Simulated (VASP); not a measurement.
# Al2O3 (R-3c) in VASP: single point with r2SCAN

Aim: the single point of Al2O3 with r2SCAN.

Everything below comes from runs of VASP 6.6.1. Logs are shortened: lines on timing, memory, paths and dates and some standing lists are left out, and cuts for length are marked.

### Step 1. The cell of the first run

It takes space group R-3c (No. 167, trigonal). Conventional cell: a = 4.759 Å, b = 4.759 Å, c = 12.995 Å, α = 90.00°, β = 90.00°, γ = 120.00°. Al (site symmetry 3) has 6 O at 1.86 to 1.97 Å within 2.5 Å. Within 2.9 Å of O (site symmetry 2) lie 4 Al at 1.86 to 1.97 Å and 12 O at 2.53 to 2.87 Å.

### Step 2. Single point, r2SCAN

File POSCAR:

```
Al2O3
1.0
    2.3794845611      1.3737960519      4.3316653429
   -2.3794845611      1.3737960519      4.3316653429
    0.0000000000     -2.7475921037      4.3316653429
Al O
4 6
Direct
    0.3519160198      0.3519160198      0.3519160198
    0.1480839802      0.1480839802      0.1480839802
    0.6480839802      0.6480839802      0.6480839802
    0.8519160198      0.8519160198      0.8519160198
    0.5563628745      0.9436371255      0.2500000000
    0.2500000000      0.5563628745      0.9436371255
    0.9436371255      0.2500000000      0.5563628745
    0.4436371255      0.0563628745      0.7500000000
    0.7500000000      0.4436371255      0.0563628745
    0.0563628745      0.7500000000      0.4436371255
```

File INCAR.step1:

```
PREC = Accurate
ENCUT = 520
ISMEAR = 0
SIGMA = 0.01
LREAL = F
LASPH = T
NELM = 100
NBANDS = 35
GGA = PE
ALGO = Normal
EDIFF = 1E-4
LWAVE = T
LCHARG = F
```

File INCAR.step2:

```
PREC = Accurate
ENCUT = 520
EDIFF = 1E-6
ISMEAR = 0
SIGMA = 0.01
LREAL = F
LASPH = T
NELM = 100
ALGO = Normal
ISIF = 2
LWAVE = F
LCHARG = F
METAGGA = R2SCAN
LMIXTAU = T
NBANDS = 35
ISTART = 1
```

File KPOINTS:

```
regular mesh
0
Gamma
  6 6 6
```

Potentials or basis: VASP PAW PBE potentials, release 64 (Al, O).

Run with:

```sh
> cat potpaw_PBE.64/Al/POTCAR potpaw_PBE.64/O/POTCAR > POTCAR
> cp INCAR.step1 INCAR
> mpirun -np 1 vasp_std > vasp.out
> cp INCAR.step2 INCAR
> mpirun -np 1 vasp_std > vasp.out
```

OUTCAR:

```text
PREC = Accurate
   ENCUT = 520
   EDIFF = 1E-6
   ISMEAR = 0
   LREAL = F
   LASPH = T
   NELM = 100
   ISIF = 2
   METAGGA = R2SCAN
   ISTART = 1

 ion  position               nearest neighbor table
   1  0.352  0.352  0.352-   8 1.86   9 1.86  10 1.86   6 1.97   7 1.97   5 1.97   2 2.65   3 2.79
                             3 2.79   3 2.79   2 3.22   2 3.22   2 3.22
   2  0.148  0.148  0.148-   8 1.86  10 1.86   9 1.86   7 1.97   6 1.97   5 1.97   1 2.65   4 2.79
                             4 2.79   4 2.79   1 3.22   1 3.22   1 3.22
   3  0.648  0.648  0.648-   5 1.86   6 1.86   7 1.86   9 1.97  10 1.97   8 1.97   4 2.65   1 2.79
                             1 2.79   1 2.79   4 3.22   4 3.22   4 3.22
   4  0.852  0.852  0.852-   5 1.86   7 1.86   6 1.86  10 1.97   9 1.97   8 1.97   3 2.65   2 2.79
                             2 2.79   2 2.79   3 3.22   3 3.22   3 3.22
   5  0.556  0.944  0.250-   3 1.86   4 1.86   1 1.97   2 1.97
   6  0.250  0.556  0.944-   3 1.86   4 1.86   1 1.97   2 1.97
   7  0.944  0.250  0.556-   4 1.86   3 1.86   2 1.97   1 1.97
   8  0.444  0.056  0.750-   1 1.86   2 1.86   3 1.97   4 1.97
   9  0.750  0.444  0.056-   1 1.86   2 1.86   3 1.97   4 1.97
  10  0.056  0.750  0.444-   2 1.86   1 1.86   4 1.97   3 1.97

  LATTYP: Found a trigonal (rhomboedric) cell.
 ALAT       =     5.1295796135
 COS(alpha) =     0.5696396729

  Lattice vectors:

 A1 = (   2.3794845611,   1.3737960519,   4.3316653429)
 A2 = (  -2.3794845611,   1.3737960519,   4.3316653429)
 A3 = (   0.0000000000,  -2.7475921037,   4.3316653429)

Analysis of symmetry for initial positions (statically):
=====================================================================
 Subroutine PRICEL returns:
 Original cell was already a primitive cell.

 Routine SETGRP: Setting up the symmetry group for a
 trigonal (rhombohedral) supercell.

 Subroutine GETGRP returns: Found 12 space group operations
 (whereof  6 operations were pure point group operations)
 out of a pool of 12 trial point group operations.

The static configuration has the point symmetry S_6 .
 The point group associated with its full space group is D_3d.

Analysis of symmetry for dynamics (positions and initial velocities):
=====================================================================
 Subroutine PRICEL returns:
 Original cell was already a primitive cell.

 Routine SETGRP: Setting up the symmetry group for a
 trigonal (rhombohedral) supercell.

 Subroutine GETGRP returns: Found 12 space group operations
 (whereof  6 operations were pure point group operations)
 out of a pool of 12 trial point group operations.

The dynamic configuration has the point symmetry S_6 .
 The point group associated with its full space group is D_3d.
[... 128 lines left out ...]
   EMIN   =  10.00;   EMAX   =-10.00  energy-range for DOS
   EFERMI =   0.00;   METHOD = LEGACY
   ISMEAR =     0;   SIGMA  =   0.01  broadening in eV -4-tet -1-fermi 0-gaus
   EFERMI_NEDOS =   21; number of points for ismear=-14 and -15
   IALGO  =     38    algorithm
   IMIX   =      4    mixing-type and parameters
     AMIX     =   0.40;   BMIX     =  1.00
     AMIX_MAG =   1.60;   BMIX_MAG =  1.00
  volume/ion in A,a.u.               =       8.50        57.33
  Fermi-wavevector in a.u.,A,eV,Ry     =   1.353375  2.557508 24.920755  1.831624
  Thomas-Fermi vector in A             =   2.480636
   LORBIT       =      0    0 simple, 1 ext, 2 COOP (PROOUT), +10 PAW based schemes
   METAGGA = R2SCAN    functional components
   LHFCALC =     F    Hartree Fock is set to
   AEXX    =    0.0000 exact exchange contribution
   IVDW    =     0    specifies the selected vdW correction
   LEPSILON=     F    determine dielectric tensor
   LRPA    =     F    only Hartree local field effects (RPA)
 non-spin polarized calculation
 Gauss-broadening in eV      SIGMA  =   0.01
  energy-cutoff  :      520.00
  volume of cell :       84.96
 maximum number of plane-waves:      2308
 NGX is ok and might be reduce to    40
   NGX = 19   NGY = 19   NGZ = 19

 number of electron      48.0000013 magnetization

 Free energy of the ion-electron system (eV)
  ---------------------------------------------------
  ext. energy  EPLUGINS =         0.00000000
  ---------------------------------------------------
  free energy    TOTEN  =       -96.26959261 eV

  energy without entropy =      -96.26959261  energy(sigma->0) =      -96.26959261

 E-fermi :   5.8416     XC(G=0): -12.2306

 val. band max:        5.7396078916   @ k =   0.0000   0.0000   0.0000
 cond. band min:      12.8938672057   @ k =   0.0000   0.0000   0.0000
 fundamental gap:      7.1542593142
 Fermi energy:         5.8416235261

 k-point     1 :       0.0000    0.0000    0.0000
  band No.  band energies     occupation
      1     -14.4651      2.00000
      2     -12.1738      2.00000
      3     -11.8982      2.00000
      4     -11.8982      2.00000
      5     -11.5893      2.00000
      6     -11.5893      2.00000
[... 901 lines left out ...]
     34      20.2585      0.00000
     35      20.4545      0.00000

 [... further k-points ...]

------------------------ aborting loop because EDIFF is reached ----------------------------------------

  FORCE on cell =-STRESS in cart. coord.  units (eV):
  Direction    XX          YY          ZZ          XY          YZ          ZX
  --------------------------------------------------------------------------------------
  -------------------------------------------------------------------------------------
  Total       -0.2532886     -0.2532886     -0.2937186     -0.0000000     -0.0000000      0.0000000
  in kB       -4.7765572     -4.7765572     -5.5389921     -0.0000000     -0.0000000      0.0000000
  external PRESSURE =      -5.0307022 kB  Pullay stress =       0.0000000 kB

 VOLUME and BASIS-vectors are now :
 -----------------------------------------------------------------------------
  energy-cutoff  :      520.00
  volume of cell :       84.96
      direct lattice vectors                 reciprocal lattice vectors
     2.379484561  1.373796052  4.331665343     0.210129542  0.121318347  0.076952698
    -2.379484561  1.373796052  4.331665343    -0.210129542  0.121318347  0.076952698
     0.000000000 -2.747592104  4.331665343     0.000000000 -0.242636695  0.076952698

 POSITION                                       TOTAL-FORCE (eV/Angst)
 -----------------------------------------------------------------------------------
      0.00000      0.00000      4.57315        -0.000000     -0.000000     -0.019584
      0.00000      0.00000      1.92435        -0.000000      0.000000      0.019584
      0.00000      0.00000      8.42185        -0.000000      0.000000      0.019584
      0.00000      0.00000     11.07065        -0.000000     -0.000000     -0.019584
     -0.92151      1.37380      7.58041        -0.012524      0.000000     -0.000000
     -0.72899     -1.48495      7.58041         0.006262     -0.010846     -0.000000
      1.65050      0.11116      7.58041         0.006262      0.010846     -0.000000
      0.92151     -1.37380      5.41458         0.012524      0.000000     -0.000000
      0.72899      1.48495      5.41458        -0.006262      0.010846     -0.000000
     -1.65050     -0.11116      5.41458        -0.006262     -0.010846     -0.000000
 -----------------------------------------------------------------------------------
    total drift:                               -0.000000      0.000000      0.000000

  FREE ENERGIE OF THE ION-ELECTRON SYSTEM (eV)
  ---------------------------------------------------
  free  energy   TOTEN  =       -96.2695926087 eV

  energy  without entropy=      -96.2695926087  energy(sigma->0) =      -96.26959261
```

OUTCAR.step1:

```text
PREC = Accurate
   ENCUT = 520
   ISMEAR = 0
   LREAL = F
[... 1172 lines left out ...]
      1.65050      0.11116      7.58041        -0.010098     -0.017490     -0.000000
      0.92151     -1.37380      5.41458        -0.020196     -0.000000     -0.000000
      0.72899      1.48495      5.41458         0.010098     -0.017490     -0.000000
     -1.65050     -0.11116      5.41458         0.010098      0.017490     -0.000000
 -----------------------------------------------------------------------------------
    total drift:                               -0.000000      0.000000      0.000000

  FREE ENERGIE OF THE ION-ELECTRON SYSTEM (eV)
  ---------------------------------------------------
  free  energy   TOTEN  =       -74.7495193227 eV

  energy  without entropy=      -74.7495193227  energy(sigma->0) =      -74.74951932
```

Run time: 9.5 min. Hardware: 1 thread of Intel Xeon 8259CL, shared host; peak memory 0.29 GiB.

What came out:

```
Free energy            : -96.2696 eV
Pressure               : -0.5 GPa
Largest force          : 0.020 eV/Å
Band gap on the k mesh : 7.15 eV
```

Forces in eV/Å, atoms in the order of the input:
```
Al   0.000  0.000 -0.020
Al   0.000  0.000  0.020
Al   0.000  0.000  0.020
Al   0.000  0.000 -0.020
O   -0.013  0.000  0.000
O    0.006 -0.011  0.000
O    0.006  0.011  0.000
O    0.013  0.000  0.000
O   -0.006  0.011  0.000
O   -0.006 -0.011  0.000
```

Caveat: the PAW data sets were made with another functional, which shifts forces and pressure a little. A k mesh can miss the band edges.
